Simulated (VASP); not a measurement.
# Ge2Sb2Te5 (P-3m1) in VASP: further runs

Ge2Sb2Te5 is run at these levels: PBE; tasks: single point.

Everything below comes from runs of VASP 6.6.1. Logs are shortened: lines on timing, memory, paths and dates and some standing lists are left out, and cuts for length are marked.

### Step 1. The cell of the first run

The structure is trigonal, space group P-3m1 (No. 164). Conventional cell: a = 4.531 Å, b = 4.531 Å, c = 16.020 Å, α = 90.00°, β = 90.00°, γ = 120.00°. Within 3.8 Å of Ge (site symmetry 3m) lie 6 Te at 2.90 to 3.27 Å. Sb (site symmetry 3m) has 6 Te at 3.04 to 3.17 Å within 4.0 Å. Within 4.3 Å of Te (site symmetry -3m) lie 6 Sb at 3.17 Å and 6 Te at 4.24 Å. Within 4.3 Å of Te (site symmetry 3m) lie 3 Sb at 3.04 Å and 3 Ge at 3.27 Å and 6 Te at 4.15 to 4.24 Å. Te (site symmetry 3m) has 3 Ge at 2.90 Å and 3 Te at 3.90 Å within 3.9 Å.

### Step 2. Single point, PBE (31.64 Å³/atom)

INCAR reads:

```
SYSTEM = Ge2Sb2Te5
  ALGO = Normal
  EDIFF = 1E-6
  ENCUT = 520
  GGA = PE
  ISIF = 2
  ISMEAR = 0
  LASPH = .TRUE.
  LCHARG = .FALSE.
  LREAL = .FALSE.
  LWAVE = .FALSE.
  NBANDS = 44
  NELM = 80
  PREC = Accurate
  SIGMA = 0.03
```

KPOINTS reads:

```
k-points
0
G
  12 12 2
  0 0 0
```

POSCAR reads:

```
Ge2Sb2Te5
1.0
    4.5306794400      0.0000000000      0.0000000000
   -2.2653397200      3.9236834914      0.0000000000
    0.0000000000      0.0000000000     16.0200294318
Ge Sb Te
2 2 5
Direct
    0.0000000000      0.0000000000      0.3314713560
    0.0000000000      0.0000000000      0.6685286440
    0.3333333333      0.6666666667      0.1121550832
    0.6666666667      0.3333333333      0.8878449168
    0.0000000000      0.0000000000      0.0000000000
    0.3333333333      0.6666666667      0.7913602895
    0.6666666667      0.3333333333      0.2086397105
    0.3333333333      0.6666666667      0.4097504733
    0.6666666667      0.3333333333      0.5902495267
```

Potentials or basis: VASP PAW PBE potentials, release 64 (Ge_d, Sb, Te).

Run with:

```sh
> cat potpaw_PBE.64/Ge_d/POTCAR potpaw_PBE.64/Sb/POTCAR potpaw_PBE.64/Te/POTCAR > POTCAR
> mpirun -np 1 vasp_std > vasp.out
```

OUTCAR:

```text
SYSTEM = Ge2Sb2Te5
   EDIFF = 1E-6
   ENCUT = 520
   GGA = PE
   ISIF = 2
   ISMEAR = 0
   LASPH = .TRUE.
   LREAL = .FALSE.
   NELM = 80
   PREC = Accurate

 ion  position               nearest neighbor table
   1  0.000  0.000  0.331-   8 2.90   8 2.90   8 2.90   7 3.27   7 3.27   7 3.27
   2  0.000  0.000  0.669-   9 2.90   9 2.90   9 2.90   6 3.27   6 3.27   6 3.27
   3  0.333  0.667  0.112-   7 3.04   7 3.04   7 3.04   5 3.17   5 3.17   5 3.17
   4  0.667  0.333  0.888-   6 3.04   6 3.04   6 3.04   5 3.17   5 3.17   5 3.17
   5  0.000  0.000  0.000-   3 3.17   4 3.17   3 3.17   4 3.17   4 3.17   3 3.17
   6  0.333  0.667  0.791-   4 3.04   4 3.04   4 3.04   2 3.27   2 3.27   2 3.27
   7  0.667  0.333  0.209-   3 3.04   3 3.04   3 3.04   1 3.27   1 3.27   1 3.27
   8  0.333  0.667  0.410-   1 2.90   1 2.90   1 2.90
   9  0.667  0.333  0.590-   2 2.90   2 2.90   2 2.90

  LATTYP: Found a hexagonal cell.
 ALAT       =     4.5306794400
 C/A-ratio  =     3.5359000000

  Lattice vectors:

 A1 = (   4.5306794400,   0.0000000000,   0.0000000000)
 A2 = (  -2.2653397200,   3.9236834914,   0.0000000000)
 A3 = (   0.0000000000,   0.0000000000,  16.0200294318)

Analysis of symmetry for initial positions (statically):
=====================================================================
 Subroutine PRICEL returns:
 Original cell was already a primitive cell.

 Routine SETGRP: Setting up the symmetry group for a
 hexagonal supercell.

 Subroutine GETGRP returns: Found 12 space group operations
 (whereof 12 operations were pure point group operations)
 out of a pool of 24 trial point group operations.

The static configuration has the point symmetry D_3d.

Analysis of symmetry for dynamics (positions and initial velocities):
=====================================================================
 Subroutine PRICEL returns:
 Original cell was already a primitive cell.

 Routine SETGRP: Setting up the symmetry group for a
 hexagonal supercell.

 Subroutine GETGRP returns: Found 12 space group operations
 (whereof 12 operations were pure point group operations)
 out of a pool of 24 trial point group operations.

The dynamic configuration has the point symmetry D_3d.

 Subroutine INISYM returns: Found 12 space group operations
 (whereof 12 operations are pure point group operations),
 and found     1 'primitive' translations

----------------------------------------------------------------------------------------

                                     Primitive cell

  volume of cell :     284.7873

  direct lattice vectors                    reciprocal lattice vectors
     4.530679440  0.000000000  0.000000000     0.220717447  0.127431278  0.000000000
    -2.265339720  3.923683491  0.000000000     0.000000000  0.254862555  0.000000000
     0.000000000  0.000000000 16.020029432     0.000000000  0.000000000  0.062421858

  length of vectors
     4.530679440  4.530679440 16.020029432     0.254862555  0.254862555  0.062421858

  position of ions in fractional coordinates (direct lattice)
     0.000000000  0.000000000  0.331471356
     0.000000000  0.000000000  0.668528644
     0.333333333  0.666666667  0.112155083
     0.666666667  0.333333333  0.887844917
     0.000000000  0.000000000  0.000000000
     0.333333333  0.666666667  0.791360289
     0.666666667  0.333333333  0.208639711
     0.333333333  0.666666667  0.409750473
     0.666666667  0.333333333  0.590249527

  ion indices of the primitive-cell ions
   primitive index   ion index
                 1           1
                 2           2
                 3           3
                 4           4
                 5           5
                 6           6
                 7           7
                 8           8
                 9           9

----------------------------------------------------------------------------------------

 KPOINTS: k-points

Automatic generation of k-mesh.
 Grid dimensions read from file:
 generate k-points for:   12   12    2

 Generating k-lattice:

  Cartesian coordinates                     Fractional coordinates (reciprocal lattice)
     0.018393121  0.010619273  0.000000000     0.083333333  0.000000000  0.000000000
     0.000000000  0.021238546  0.000000000     0.000000000  0.083333333  0.000000000
     0.000000000  0.000000000  0.031210929     0.000000000  0.000000000  0.500000000

  Length of vectors
     0.021238546  0.021238546  0.031210929

  Shift w.r.t. Gamma in fractional coordinates (k-lattice)
     0.000000000  0.000000000  0.000000000

 Subroutine IBZKPT returns following result:
 ===========================================

 Found     38 irreducible k-points:

 Following reciprocal coordinates:
            Coordinates               Weight
  0.000000  0.000000  0.000000      1.000000
  0.083333  0.000000  0.000000      6.000000
  0.166667  0.000000  0.000000      6.000000
  0.250000  0.000000  0.000000      6.000000
  0.333333  0.000000  0.000000      6.000000
  0.416667  0.000000  0.000000      6.000000
[... 16 lines left out ...]
  0.250000  0.000000  0.500000      6.000000
  0.333333  0.000000  0.500000      6.000000
 [... further k-points ...]
   k-points           NKPTS =     38   k-points in BZ     NKDIM =     38   number of bands    NBANDS=     44
   number of dos      NEDOS =    301   number of ions     NIONS =      9
   total plane-waves  NPLWV = 155520
   dimension x,y,z NGX =    36 NGY =   36 NGZ =  120
   dimension x,y,z NGXF=    72 NGYF=   72 NGZF=  240
   ions per type =               2   2   5
   NGX,Y,Z   is equivalent  to a cutoff of  13.21, 13.21, 12.45 a.u.
   NGXF,Y,Z  is equivalent  to a cutoff of  26.42, 26.42, 24.91 a.u.
 SYSTEM =  Ge2Sb2Te5
   PREC   = accura    normal or accurate (medium, high low for compatibility)
   ISTART =      0    job   : 0-new  1-cont  2-samecut
   ICHARG =      2    charge: 1-file 2-atom 10-const
   ISPIN  =      1    spin polarized calculation?
   LNONCOLLINEAR =      F non collinear calculations
   LSORBIT =      F    spin-orbit coupling
   LASPH  =      T    aspherical Exc in radial PAW
   ENCUT  =  520.0 eV  38.22 Ry    6.18 a.u.   8.42  8.42 29.79*2*pi/ulx,y,z
   NELM   =     80;   NELMIN=  2; NELMDL= -5     # of ELM steps
   EDIFF  = 0.1E-05   stopping-criterion for ELM
   LREAL  =      F    real-space projection
[... 7 lines left out ...]
   TEBEG  =    0.0;   TEEND  =   0.0 temperature during run
   PSTRESS=    0.0 pullay stress
   NELECT =      68.0000    total number of electrons
   NUPDOWN=      -1.0000    fix difference up-down
   EMIN   =  10.00;   EMAX   =-10.00  energy-range for DOS
   EFERMI =   0.00;   METHOD = LEGACY
   ISMEAR =     0;   SIGMA  =   0.03  broadening in eV -4-tet -1-fermi 0-gaus
   EFERMI_NEDOS =   21; number of points for ismear=-14 and -15
   IALGO  =     38    algorithm
   IMIX   =      4    mixing-type and parameters
     AMIX     =   0.40;   BMIX     =  1.00
     AMIX_MAG =   1.60;   BMIX_MAG =  1.00
  volume/ion in A,a.u.               =      31.64       213.54
  Fermi-wavevector in a.u.,A,eV,Ry     =   1.015635  1.919272 14.034602  1.031514
  Thomas-Fermi vector in A             =   2.148932
   LORBIT       =      0    0 simple, 1 ext, 2 COOP (PROOUT), +10 PAW based schemes
   GGA     = PE    functional components
   LHFCALC =     F    Hartree Fock is set to
   AEXX    =    0.0000 exact exchange contribution
   IVDW    =     0    specifies the selected vdW correction
   LEPSILON=     F    determine dielectric tensor
   LRPA    =     F    only Hartree local field effects (RPA)
 non-spin polarized calculation
 Gauss-broadening in eV      SIGMA  =   0.03
  energy-cutoff  :      520.00
  volume of cell :      284.79
 maximum number of plane-waves:      7728
 NGX is ok and might be reduce to    36
   NGX = 17   NGY = 17   NGZ = 59

 number of electron      68.0000035 magnetization

 Free energy of the ion-electron system (eV)
  ---------------------------------------------------
  ext. energy  EPLUGINS =         0.00000000
  ---------------------------------------------------
  free energy    TOTEN  =       -33.29628152 eV

  energy without entropy =      -33.29530500  energy(sigma->0) =      -33.29579326

 E-fermi :   5.4968     XC(G=0):  -9.2185

 val. band max:        5.4933883672   @ k =   0.0000   0.0000   0.5000
 cond. band min:       5.5280605810   @ k =   0.3333   0.0000   0.5000
 fundamental gap:      0.0346722138
 Fermi energy:         5.4967740598

 k-point     1 :       0.0000    0.0000    0.0000
  band No.  band energies     occupation
      1     -19.0734      2.00000
      2     -19.0734      2.00000
      3     -19.0734      2.00000
      4     -19.0734      2.00000
      5     -19.0680      2.00000
      6     -19.0680      2.00000
[... 36 lines left out ...]
     43       7.4721      0.00000
     44       7.5909      0.00000

 k-point     2 :       0.0833    0.0000    0.0000
  band No.  band energies     occupation
      1     -19.0735      2.00000
      2     -19.0735      2.00000
      3     -19.0734      2.00000
      4     -19.0734      2.00000
      5     -19.0680      2.00000
      6     -19.0679      2.00000
[... 36 lines left out ...]
     43       7.7574      0.00000
     44       8.0367      0.00000

 k-point     3 :       0.1667    0.0000    0.0000
  band No.  band energies     occupation
      1     -19.0738      2.00000
      2     -19.0738      2.00000
      3     -19.0732      2.00000
      4     -19.0732      2.00000
      5     -19.0678      2.00000
      6     -19.0678      2.00000
[... 36 lines left out ...]
     43       8.2762      0.00000
     44       8.3736      0.00000

 k-point     4 :       0.2500    0.0000    0.0000
  band No.  band energies     occupation
      1     -19.0741      2.00000
      2     -19.0741      2.00000
      3     -19.0730      2.00000
      4     -19.0730      2.00000
      5     -19.0677      2.00000
      6     -19.0677      2.00000
[... 882 lines left out ...]
     43       7.9451      0.00000
     44       8.3567      0.00000

 k-point    23 :       0.2500    0.0000    0.5000
  band No.  band energies     occupation
      1     -19.0741      2.00000
      2     -19.0741      2.00000
      3     -19.0730      2.00000
      4     -19.0730      2.00000
      5     -19.0677      2.00000
      6     -19.0677      2.00000
[... 36 lines left out ...]
     43       8.4964      0.00000
     44       8.9549      0.00000

 k-point    24 :       0.3333    0.0000    0.5000
  band No.  band energies     occupation
      1     -19.0745      2.00000
      2     -19.0745      2.00000
      3     -19.0729      2.00000
      4     -19.0729      2.00000
      5     -19.0677      2.00000
      6     -19.0677      2.00000
[... 36 lines left out ...]
     43       8.9697      0.00000
     44       9.0472      0.00000

 [... further k-points ...]
[... 5 lines left out ...]
  --------------------------------------------------------------------------------------
  -------------------------------------------------------------------------------------
  Total       -3.7034223     -3.7034223      4.5461449     -0.0000000      0.0000000      0.0000000
  in kB      -20.8349859    -20.8349859     25.5760368     -0.0000000      0.0000000      0.0000000
  external PRESSURE =      -5.3646450 kB  Pullay stress =       0.0000000 kB

 VOLUME and BASIS-vectors are now :
 -----------------------------------------------------------------------------
  energy-cutoff  :      520.00
  volume of cell :      284.79
      direct lattice vectors                 reciprocal lattice vectors
     4.530679440  0.000000000  0.000000000     0.220717447  0.127431278  0.000000000
    -2.265339720  3.923683491  0.000000000     0.000000000  0.254862555  0.000000000
     0.000000000  0.000000000 16.020029432     0.000000000  0.000000000  0.062421858

 POSITION                                       TOTAL-FORCE (eV/Angst)
 -----------------------------------------------------------------------------------
      0.00000      0.00000      5.31018         0.000000      0.000000     -0.028668
      0.00000      0.00000     10.70985         0.000000     -0.000000      0.028668
     -0.00000      2.61579      1.79673        -0.000000     -0.000000     -0.031582
      2.26534      1.30789     14.22330         0.000000      0.000000      0.031582
      0.00000      0.00000      0.00000         0.000000      0.000000      0.000000
     -0.00000      2.61579     12.67762         0.000000      0.000000     -0.193320
      2.26534      1.30789      3.34241        -0.000000     -0.000000      0.193320
     -0.00000      2.61579      6.56421         0.000000      0.000000      0.322646
      2.26534      1.30789      9.45581        -0.000000      0.000000     -0.322646
 -----------------------------------------------------------------------------------
    total drift:                               -0.000000     -0.000000      0.000000

  FREE ENERGIE OF THE ION-ELECTRON SYSTEM (eV)
  ---------------------------------------------------
  free  energy   TOTEN  =       -33.2962815219 eV

  energy  without entropy=      -33.2953049994  energy(sigma->0) =      -33.29579326
```

It took 7 min on 1 thread of AMD EPYC 9R45 (Zen 5), shared host; peak memory 0.64 GiB.

What came out:

```
Free energy            : -33.2963 eV
Pressure               : -0.5 GPa
Largest force          : 0.323 eV/Å
Band gap on the k mesh : zero (bands 34 and 35 overlap by 0.08 eV)
```

Forces on the atoms (eV/Å):
```
Ge   0.000  0.000 -0.029
Ge   0.000  0.000  0.029
Sb   0.000  0.000 -0.032
Sb   0.000  0.000  0.032
Te   0.000  0.000  0.000
Te   0.000  0.000 -0.193
Te   0.000  0.000  0.193
Te   0.000  0.000  0.323
Te   0.000  0.000 -0.323
```

Stress tensor (GPa, compression positive):
```
-2.08  0.00  0.00
 0.00 -2.08  0.00
 0.00  0.00  2.56
```

Levels at points of the mesh, in eV from the Fermi level:
```tsv
k point	band 32	band 33	band 34	band 35	band 36	band 37
(0.00, 0.00, 0.00)	-1.29	-1.17	-0.59	-0.05	-0.05	0.50
(0.50, 0.00, 0.00)	-1.41	-0.79	-0.19	0.76	1.15	1.75
(0.00, 0.00, 0.50)	-1.27	-1.17	-0.62	0.00	0.00	0.56
(0.50, 0.00, 0.50)	-1.31	-0.90	-0.18	0.29	0.98	1.90
```

Caveat: spin-orbit coupling is left out, which moves the levels of the heavy elements; this functional lacks dispersion, which binds layers or chains, so the pressure and a relaxed spacing across them are unreliable.

### Step 3. Single point, PBE (26.58 Å³/atom)

This run uses another cell than the first one, of 26.58 Å³/atom.

INCAR reads:

```
  ALGO = Normal
  EDIFF = 1E-7
  ENCUT = 520
  GGA = PE
  ISIF = 2
  ISMEAR = 0
  LASPH = T
  LCHARG = T
  LELF = T
  LREAL = F
  LVHAR = T
  LWAVE = F
  NBANDS = 44
  NELM = 60
  PREC = Accurate
  SIGMA = 0.03
```

KPOINTS reads:

```
k-points
0
Gamma
  12 12 2
```

POSCAR: that of step 2 with these lines changed.

```diff
@@ -2,5 +2,5 @@
 1.0
-    4.5306794400      0.0000000000      0.0000000000
-   -2.2653397200      3.9236834914      0.0000000000
-    0.0000000000      0.0000000000     16.0200294318
+    4.0232413108      0.0000000000      0.0000000000
+   -2.0116206554      3.4842291807      0.0000000000
+    0.0000000000      0.0000000000     17.0653299817
 Ge Sb Te
```

Potentials or basis: VASP PAW PBE potentials, release 64 (Ge_d, Sb, Te).

Run with:

```sh
> cat potpaw_PBE.64/Ge_d/POTCAR potpaw_PBE.64/Sb/POTCAR potpaw_PBE.64/Te/POTCAR > POTCAR
> mpirun -np 1 vasp_std > vasp.out
```

Run time: 9 min. Hardware: 1 thread of Intel Xeon Platinum 8488C (Sapphire Rapids), shared host; peak memory 0.55 GiB.

Results (log left out):

| Item | Value |
| --- | --- |
| Free energy | -32.4061 eV |
| Pressure | 11.9 GPa |
| Largest force | 1.402 eV/Å |
| Band gap on the k mesh | zero (bands 34 and 35 overlap by 0.05 eV) |

Forces on the atoms (eV/Å):
```
Ge   0.000  0.000 -0.916
Ge   0.000  0.000  0.916
Sb   0.000  0.000 -0.550
Sb   0.000  0.000  0.550
Te   0.000  0.000  0.000
Te   0.000  0.000 -1.402
Te   0.000  0.000  1.402
Te   0.000  0.000  1.206
Te   0.000  0.000 -1.206
```

Stress tensor (GPa, compression positive):
```
12.05  0.00  0.00
 0.00 12.05  0.00
 0.00  0.00 11.50
```

Levels at points of the mesh, in eV from the Fermi level:
```csv
k point,band 31,band 32,band 33,band 34,band 35,band 36,band 37,band 38
"(0.00, 0.00, 0.00)",-1.81,-1.05,-0.90,-0.02,-0.02,0.01,0.21,1.00
"(0.50, 0.00, 0.00)",-2.46,-2.21,-1.54,-1.25,0.20,0.35,0.63,1.14
"(0.00, 0.00, 0.50)",-1.62,-1.61,-0.76,0.00,0.00,0.01,0.21,0.91
"(0.50, 0.00, 0.50)",-2.49,-2.27,-2.13,-0.77,-0.04,0.50,0.88,1.25
```

Caveat: the cell stands under pressure; spin-orbit coupling is left out, which moves the levels of the heavy elements; this functional lacks dispersion, which binds layers or chains, so the pressure and a relaxed spacing across them are unreliable; forces of over 1 eV/Å act on the atoms, so gaps and moduli don't describe the material at rest.

### Step 4. Single point, PBE (26.58 Å³/atom)

This run uses another cell than the first one, of 26.58 Å³/atom.

INCAR reads:

```
SYSTEM = Ge2Sb2Te5
ALGO = Normal ; EDIFF = 1E-6
ENCUT = 520 ; GGA = PE
ISIF = 2 ; ISMEAR = 0
LASPH = .True. ; LCHARG = .True.
LELF = .True. ; LREAL = .False.
LVHAR = .True. ; LWAVE = .False.
NBANDS = 44 ; NELM = 80
PREC = Accurate ; SIGMA = 0.03
```

KPOINTS reads:

```
k-points
0
Gamma
  12 12 2
  0 0 0
```

POSCAR: that of step 3 with these lines changed.

```diff
@@ -2,5 +2,5 @@
 1.0
-    4.0232413108      0.0000000000      0.0000000000
-   -2.0116206554      3.4842291807      0.0000000000
-    0.0000000000      0.0000000000     17.0653299817
+    3.7864426369      0.0000000000      0.0000000000
+   -1.8932213185      3.2791555136      0.0000000000
+    0.0000000000      0.0000000000     19.2665560695
 Ge Sb Te
```

Run with:

```sh
> cat potpaw_PBE.64/Ge_d/POTCAR potpaw_PBE.64/Sb/POTCAR potpaw_PBE.64/Te/POTCAR > POTCAR
> mpirun -np 1 vasp_std > vasp.out
```

It took 7.4 min on 1 thread of Intel Xeon Platinum 8488C (Sapphire Rapids), shared host; peak memory 0.55 GiB.

Results (log left out):

- Free energy: -31.9361 eV
- Pressure: 10.7 GPa
- Largest force: 1.230 eV/Å
- Band gap on the k mesh: zero (bands 34 and 35 overlap by 1.73 eV)

Forces in eV/Å, atoms in the order of the input:
```
Ge   0.000  0.000 -0.844
Ge   0.000  0.000  0.844
Sb   0.000  0.000 -0.839
Sb   0.000  0.000  0.839
Te   0.000  0.000  0.000
Te   0.000  0.000 -1.230
Te   0.000  0.000  1.230
Te   0.000  0.000  1.022
Te   0.000  0.000 -1.022
```

Stress tensor (GPa, compression positive):
```
11.97  0.00  0.00
 0.00 11.97  0.00
 0.00  0.00  8.29
```

Levels at points of the mesh, in eV from the Fermi level:
```csv
k point,band 30,band 31,band 32,band 33,band 34,band 35,band 36,band 37,band 38,band 39
"(0.00, 0.00, 0.00)",-0.38,-0.27,-0.27,-0.23,1.25,1.41,1.41,1.67,2.12,2.12
"(0.50, 0.00, 0.00)",-2.72,-2.41,-1.61,-1.30,-1.09,-0.48,0.75,1.22,1.57,1.78
"(0.00, 0.00, 0.50)",-0.84,-0.27,-0.27,0.76,0.77,1.42,1.42,1.73,2.08,2.08
"(0.50, 0.00, 0.50)",-2.52,-2.46,-2.24,-1.28,-0.71,-0.22,0.52,1.10,1.18,1.69
```

Caveat: the cell stands under pressure; spin-orbit coupling is left out, which moves the levels of the heavy elements; this functional lacks dispersion, which binds layers or chains, so the pressure and a relaxed spacing across them are unreliable; forces of over 1 eV/Å act on the atoms, so gaps and moduli don't describe the material at rest.

[end of part 1 of 2]

The gap in the log of VASP goes by the Fermi energy; the results here count the filled bands.